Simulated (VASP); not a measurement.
# SnSe (I4/mmm) in VASP: a series of runs

SnSe is run at these levels: PBEsol; tasks: single point.

All numbers are computed with VASP 6.6.1; they aren't measurements. Logs are shortened: lines on timing, memory, paths and dates and some standing lists are left out, and cuts for length are marked.

### Step 1. The cell of the first run

The structure is tetragonal, space group I4/mmm (No. 139). Conventional cell: a = 4.204 Å, b = 4.204 Å, c = 5.827 Å, α = 90.00°, β = 90.00°, γ = 90.00°. Sn (site symmetry 4/mmm) has 6 Se at 2.91 to 2.97 Å within 3.8 Å. Within 3.8 Å of Se (site symmetry 4/mmm) lie 6 Sn at 2.91 to 2.97 Å.

### Step 2. Single point, PBEsol (strain -0.0200 x Voigt [0, 1, 0, 0, 0, 0])

INCAR

```
PREC     = Accurate       # precision mode
ENCUT    = 520            # plane-wave cutoff, eV
EDIFF    = 1E-6           # SCF threshold, eV
ISMEAR   = 0              # smearing method
SIGMA    = 0.05           # smearing width, eV
LREAL    = F              # projectors in reciprocal space
LASPH    = T              # aspherical terms in the spheres
NELM     = 60             # most SCF steps
ALGO     = Normal         # electronic algorithm
ISIF     = 2              # what is computed and relaxed
LWAVE    = F              # write WAVECAR
LCHARG   = F              # write CHGCAR
GGA      = PS             # functional
NBANDS   = 17             # bands
```

KPOINTS

```
regular mesh
0
Gamma
  8 8 8
```

POSCAR

```
SnSe
1.0
    0.0000000000      2.9132995718      2.9727546651
    2.9727546651      0.0000000000      2.9727546651
    2.9727546651      2.9132995718      0.0000000000
Sn Se
1 1
Direct
    0.0000000000      0.0000000000      0.0000000000
    0.5000000000      0.5000000000      0.5000000000
```

Potentials or basis: VASP PAW PBE potentials, release 64 (Sn_d, Se).

On the command line:

```console
> cat potpaw_PBE.64/Sn_d/POTCAR potpaw_PBE.64/Se/POTCAR > POTCAR
> mpirun -np 1 vasp_std > vasp.out
```

OUTCAR:

```text
PREC = Accurate
   ENCUT = 520
   EDIFF = 1E-6
   ISMEAR = 0
   LREAL = F
   LASPH = T
   NELM = 60
   ISIF = 2
   GGA = PS

 ion  position               nearest neighbor table
   1  0.000  0.000  0.000-   2 2.91   2 2.91   2 2.97   2 2.97   2 2.97   2 2.97
   2  0.500  0.500  0.500-   1 2.91   1 2.91   1 2.97   1 2.97   1 2.97   1 2.97

  LATTYP: Found a body centered tetragonal cell.
 ALAT       =     4.2041099650
 C/A-ratio  =     1.3859292911

  Lattice vectors:

 A1 = (   0.0000000000,  -2.9132995718,   2.9727546651)
 A2 = (   0.0000000000,  -2.9132995718,  -2.9727546651)
 A3 = (   2.9727546651,   2.9132995718,   0.0000000000)

Analysis of symmetry for initial positions (statically):
=====================================================================
 Subroutine PRICEL returns:
 Original cell was already a primitive cell.

 Routine SETGRP: Setting up the symmetry group for a
 body centered tetragonal supercell.

 Subroutine GETGRP returns: Found 16 space group operations
 (whereof 16 operations were pure point group operations)
 out of a pool of 16 trial point group operations.

The static configuration has the point symmetry D_4h.

Analysis of symmetry for dynamics (positions and initial velocities):
=====================================================================
 Subroutine PRICEL returns:
 Original cell was already a primitive cell.

 Routine SETGRP: Setting up the symmetry group for a
 body centered tetragonal supercell.

 Subroutine GETGRP returns: Found 16 space group operations
 (whereof 16 operations were pure point group operations)
 out of a pool of 16 trial point group operations.

The dynamic configuration has the point symmetry D_4h.

 Subroutine INISYM returns: Found 16 space group operations
 (whereof 16 operations are pure point group operations),
 and found     1 'primitive' translations

----------------------------------------------------------------------------------------

                                     Primitive cell

  volume of cell :      51.4912

  direct lattice vectors                    reciprocal lattice vectors
     0.000000000  2.913299572  2.972754665    -0.168194169  0.171626703  0.168194169
     2.972754665  0.000000000  2.972754665     0.168194169 -0.171626703  0.168194169
     2.972754665  2.913299572  0.000000000     0.168194169  0.171626703 -0.168194169

  length of vectors
     4.162281189  4.204109965  4.162281189     0.293316010  0.293316010  0.293316010

  position of ions in fractional coordinates (direct lattice)
     0.000000000  0.000000000  0.000000000
     0.500000000  0.500000000  0.500000000

  ion indices of the primitive-cell ions
   primitive index   ion index
                 1           1
                 2           2

----------------------------------------------------------------------------------------

 KPOINTS: regular mesh

Automatic generation of k-mesh.
 Grid dimensions read from file:
 generate k-points for:    8    8    8

 Generating k-lattice:

  Cartesian coordinates                     Fractional coordinates (reciprocal lattice)
    -0.021024271  0.021453338  0.021024271     0.125000000  0.000000000  0.000000000
     0.021024271 -0.021453338  0.021024271    -0.000000000  0.125000000 -0.000000000
     0.021024271  0.021453338 -0.021024271     0.000000000  0.000000000  0.125000000

  Length of vectors
     0.036664501  0.036664501  0.036664501

  Shift w.r.t. Gamma in fractional coordinates (k-lattice)
     0.000000000  0.000000000  0.000000000

 Subroutine IBZKPT returns following result:
 ===========================================

 Found     59 irreducible k-points:

 Following reciprocal coordinates:
            Coordinates               Weight
  0.000000  0.000000  0.000000      1.000000
  0.125000  0.000000 -0.000000      8.000000
  0.250000  0.000000 -0.000000      8.000000
  0.375000  0.000000 -0.000000      8.000000
  0.500000  0.000000 -0.000000      4.000000
  0.125000  0.125000  0.000000      4.000000
[... 16 lines left out ...]
  0.250000  0.000000  0.125000      8.000000
  0.375000  0.000000  0.125000      8.000000
 [... further k-points ...]
   k-points           NKPTS =     59   k-points in BZ     NKDIM =     59   number of bands    NBANDS=     17
   number of dos      NEDOS =    301   number of ions     NIONS =      2
   total plane-waves  NPLWV =  32768
   dimension x,y,z NGX =    32 NGY =   32 NGZ =   32
   dimension x,y,z NGXF=    64 NGYF=   64 NGZF=   64
   ions per type =               1   1
   NGX,Y,Z   is equivalent  to a cutoff of  12.78, 12.65, 12.78 a.u.
   NGXF,Y,Z  is equivalent  to a cutoff of  25.56, 25.31, 25.56 a.u.
 SYSTEM =  unknown system
   PREC   = accura    normal or accurate (medium, high low for compatibility)
   ISTART =      0    job   : 0-new  1-cont  2-samecut
   ICHARG =      2    charge: 1-file 2-atom 10-const
   ISPIN  =      1    spin polarized calculation?
   LNONCOLLINEAR =      F non collinear calculations
   LSORBIT =      F    spin-orbit coupling
   LASPH  =      T    aspherical Exc in radial PAW
   ENCUT  =  520.0 eV  38.22 Ry    6.18 a.u.   7.74  7.82  7.74*2*pi/ulx,y,z
   NELM   =     60;   NELMIN=  2; NELMDL= -5     # of ELM steps
   EDIFF  = 0.1E-05   stopping-criterion for ELM
   LREAL  =      F    real-space projection
   EDIFFG = 0.1E-04   stopping-criterion for IOM
   NSW    =      0    number of steps for IOM
   IBRION =     -1    ionic relax: 0-MD 1-quasi-New 2-CG
   NFREE  =      0    steps in history (QN), initial steepest desc. (CG)
   ISIF   =      2    stress and relaxation
   ISYM   =      2    0-nonsym 1-usesym 2-fastsym
   POTIM  = 0.5000    time-step for ionic-motion
   TEBEG  =    0.0;   TEEND  =   0.0 temperature during run
   PSTRESS=    0.0 pullay stress
   NELECT =      20.0000    total number of electrons
   NUPDOWN=      -1.0000    fix difference up-down
   EMIN   =  10.00;   EMAX   =-10.00  energy-range for DOS
   EFERMI =   0.00;   METHOD = LEGACY
   ISMEAR =     0;   SIGMA  =   0.05  broadening in eV -4-tet -1-fermi 0-gaus
   EFERMI_NEDOS =   21; number of points for ismear=-14 and -15
   IALGO  =     38    algorithm
   IMIX   =      4    mixing-type and parameters
     AMIX     =   0.40;   BMIX     =  1.00
     AMIX_MAG =   1.60;   BMIX_MAG =  1.00
  volume/ion in A,a.u.               =      25.75       173.74
  Fermi-wavevector in a.u.,A,eV,Ry     =   1.194466  2.257213 19.412094  1.426749
  Thomas-Fermi vector in A             =   2.330455
   LORBIT       =      0    0 simple, 1 ext, 2 COOP (PROOUT), +10 PAW based schemes
   GGA     = PS    functional components
   LHFCALC =     F    Hartree Fock is set to
   AEXX    =    0.0000 exact exchange contribution
   IVDW    =     0    specifies the selected vdW correction
   LEPSILON=     F    determine dielectric tensor
   LRPA    =     F    only Hartree local field effects (RPA)
 non-spin polarized calculation
 Gauss-broadening in eV      SIGMA  =   0.05
  energy-cutoff  :      520.00
  volume of cell :       51.49
 maximum number of plane-waves:      1400
   NGX = 15   NGY = 15   NGZ = 15

 number of electron      20.0000001 magnetization

 Free energy of the ion-electron system (eV)
  ---------------------------------------------------
  ext. energy  EPLUGINS =         0.00000000
  ---------------------------------------------------
  free energy    TOTEN  =        -8.97476305 eV

  energy without entropy =       -8.97476305  energy(sigma->0) =       -8.97476305

 E-fermi :   6.2969     XC(G=0): -10.0377

 val. band max:        5.9976517885   @ k =  -0.2500   0.1250   0.0000
 cond. band min:       6.7381195278   @ k =  -0.3750   0.0000   0.1250
 fundamental gap:      0.7404677393
 Fermi energy:         6.2969078863

 k-point     1 :       0.0000    0.0000    0.0000
  band No.  band energies     occupation
      1     -15.3881      2.00000
      2     -15.3854      2.00000
      3     -15.3807      2.00000
      4     -15.3806      2.00000
      5     -15.3806      2.00000
      6      -8.1900      2.00000
[... 9 lines left out ...]
     16      11.9349      0.00000
     17      14.1233      0.00000

 k-point     2 :       0.1250    0.0000   -0.0000
  band No.  band energies     occupation
      1     -15.3890      2.00000
      2     -15.3847      2.00000
      3     -15.3818      2.00000
      4     -15.3791      2.00000
      5     -15.3785      2.00000
      6      -8.0676      2.00000
[... 9 lines left out ...]
     16      12.2694      0.00000
     17      15.2910      0.00000

 k-point     3 :       0.2500    0.0000   -0.0000
  band No.  band energies     occupation
      1     -15.3922      2.00000
      2     -15.3874      2.00000
      3     -15.3814      2.00000
      4     -15.3743      2.00000
      5     -15.3726      2.00000
      6      -7.7349      2.00000
[... 9 lines left out ...]
     16      13.2416      0.00000
     17      17.5111      0.00000

 k-point     4 :       0.3750    0.0000   -0.0000
  band No.  band energies     occupation
      1     -15.3956      2.00000
      2     -15.3913      2.00000
      3     -15.3804      2.00000
      4     -15.3689      2.00000
      5     -15.3663      2.00000
      6      -7.3245      2.00000
[... 9 lines left out ...]
     16      14.7966      0.00000
     17      17.7681      0.00000
[... 343 lines left out ...]
      1     -15.3867      2.00000
      2     -15.3865      2.00000
      3     -15.3847      2.00000
      4     -15.3772      2.00000
      5     -15.3772      2.00000
      6      -8.0206      2.00000
[... 9 lines left out ...]
     16      12.9700      0.00000
     17      14.3636      0.00000

 k-point    23 :       0.2500    0.0000    0.1250
  band No.  band energies     occupation
      1     -15.3898      2.00000
      2     -15.3872      2.00000
      3     -15.3865      2.00000
      4     -15.3733      2.00000
      5     -15.3718      2.00000
      6      -7.7510      2.00000
[... 9 lines left out ...]
     16      13.9889      0.00000
     17      15.7352      0.00000

 k-point    24 :       0.3750    0.0000    0.1250
  band No.  band energies     occupation
      1     -15.3946      2.00000
      2     -15.3906      2.00000
      3     -15.3838      2.00000
      4     -15.3695      2.00000
      5     -15.3655      2.00000
      6      -7.3563      2.00000
[... 9 lines left out ...]
     16      15.4700      0.00000
     17      17.6414      0.00000

 [... further k-points ...]
[... 5 lines left out ...]
  --------------------------------------------------------------------------------------
  -------------------------------------------------------------------------------------
  Total        0.0784768      1.0689005      0.0784768      0.0000000      0.0000000      0.0000000
  in kB        2.4418484     33.2594147      2.4418484      0.0000000      0.0000000      0.0000000
  external PRESSURE =      12.7143705 kB  Pullay stress =       0.0000000 kB

 VOLUME and BASIS-vectors are now :
 -----------------------------------------------------------------------------
  energy-cutoff  :      520.00
  volume of cell :       51.49
      direct lattice vectors                 reciprocal lattice vectors
     0.000000000  2.913299572  2.972754665    -0.168194169  0.171626703  0.168194169
     2.972754665  0.000000000  2.972754665     0.168194169 -0.171626703  0.168194169
     2.972754665  2.913299572  0.000000000     0.168194169  0.171626703 -0.168194169

 POSITION                                       TOTAL-FORCE (eV/Angst)
 -----------------------------------------------------------------------------------
      0.00000      0.00000      0.00000         0.000000      0.000000     -0.000000
      2.97275      2.91330      2.97275        -0.000000      0.000000      0.000000
 -----------------------------------------------------------------------------------
    total drift:                                0.000000     -0.000000     -0.000000

  FREE ENERGIE OF THE ION-ELECTRON SYSTEM (eV)
  ---------------------------------------------------
  free  energy   TOTEN  =        -8.9747630517 eV

  energy  without entropy=       -8.9747630517  energy(sigma->0) =       -8.97476305
```

Run time: 36 s. Hardware: 1 thread of Intel Xeon 8259CL, shared host; peak memory 0.21 GiB.

Results:

```yaml
Free_energy: -8.9748 eV
Pressure: 1.3 GPa
Band_gap_on_the_k_mesh: 0.74 eV, indirect (least direct gap 0.86 eV)
```

Caveat: the cell differs from its parent crystal (strain -0.0200 x Voigt [0, 1, 0, 0, 0, 0]); the PAW data sets were made with another functional, which shifts forces and pressure a little; spin-orbit coupling is left out, which moves the levels of the heavy elements. A k mesh can miss the band edges.

### Step 3. Single point, PBEsol (strain -0.0100 x Voigt [0, 1, 0, 0, 0, 0])

INCAR

```
SYSTEM = SnSe
ALGO = Normal
EDIFF = 1E-6
ENCUT = 520
GGA = PS
ISIF = 2
ISMEAR = 0
LASPH = .TRUE.
LCHARG = .FALSE.
LREAL = .FALSE.
LWAVE = .FALSE.
NBANDS = 17
NELM = 100
PREC = Accurate
SIGMA = 0.05
```

KPOINTS

```
k-points
0
G
  8 8 8
  0 0 0
```

POSCAR

```
SnSe
1.0
    0.0000000000      2.9430271184      2.9727546651
    2.9727546651      0.0000000000      2.9727546651
    2.9727546651      2.9430271184      0.0000000000
Sn Se
1 1
Direct
    0.0000000000      0.0000000000      0.0000000000
    0.5000000000      0.5000000000      0.5000000000
```

Potentials or basis: VASP PAW PBE potentials, release 64 (Sn_d, Se).

On the command line:

```console
> cat potpaw_PBE.64/Sn_d/POTCAR potpaw_PBE.64/Se/POTCAR > POTCAR
> mpirun -np 1 vasp_std > vasp.out
```

Wall time 42 s (1 thread of Intel Xeon 8259CL, shared host); peak memory 0.21 GiB.

The run converged. Its results:

```yaml
Free_energy: -8.9829 eV
Pressure: 0.6 GPa
Band_gap_on_the_k_mesh: 0.76 eV, indirect (least direct gap 0.87 eV)
```

Stress tensor (GPa, compression positive):
```
0.13 0.00 0.00
0.00 1.57 0.00
0.00 0.00 0.13
```

Levels at points of the mesh, in eV from the valence-band top:
```
           k point  band 6  band 7  band 8  band 9  band 10  band 11  band 12  band 13  band 14  band 15
(0.00, 0.00, 0.00)  -14.09   -4.83   -2.27   -2.17    -2.17     4.50     4.50     4.75     5.84     5.84
(0.50, 0.00, 0.00)  -13.04   -8.21   -1.95   -1.93     0.00     0.87     1.27     1.33     8.38    10.30
(0.50, 0.50, 0.00)  -12.73   -5.91   -5.71   -3.80    -3.69     2.89     5.60     5.86     6.32    10.72
(0.50, 0.00, 0.50)  -12.69   -5.96   -5.73   -3.77    -3.77     2.86     5.68     5.68     6.45    10.73
```

Caveat: the cell differs from its parent crystal (strain -0.0100 x Voigt [0, 1, 0, 0, 0, 0]); the PAW data sets were made with another functional, which shifts forces and pressure a little; spin-orbit coupling is left out, which moves the levels of the heavy elements. A k mesh can miss the band edges.
